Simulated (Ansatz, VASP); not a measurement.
## V: VASP beside Ansatz

```
CELL_PARAMETERS angstrom
-1.49442 1.49442 1.49442
1.49442 -1.49442 1.49442
1.49442 1.49442 -1.49442
ATOMIC_POSITIONS crystal
V 0.00000 0.00000 0.00000
```

Alike in both runs: functional PBE; k mesh 8 × 8 × 8; occupations gaussian, width 0.1 eV; no spin polarisation.

Ansatz relaxed the structure, and its values are those at the end. VASP's run is a single point on that final structure, the one shown.

```csv
,VASP,Ansatz
version,VASP 6.6.1,Ansatz 0.2.0
potentials or method,"VASP PAW PBE potentials, release 64 (V_sv), cutoff 500 eV","scalar-relativistic, plane waves, PAW"
valence electrons in the cell,13,13
```

```tsv
	VASP	Ansatz	Ansatz less VASP
gap on the k mesh at the Fermi level (eV)	none	none	-
pressure (GPa)	0.3	0.2	-0.12
```

A gap of «none» marks a metal or a gap that the smearing closes. The functional is the same, so the differences come from potentials, cutoffs and numerics.

The k mesh is coarse, so the values compare programs but aren't converged.
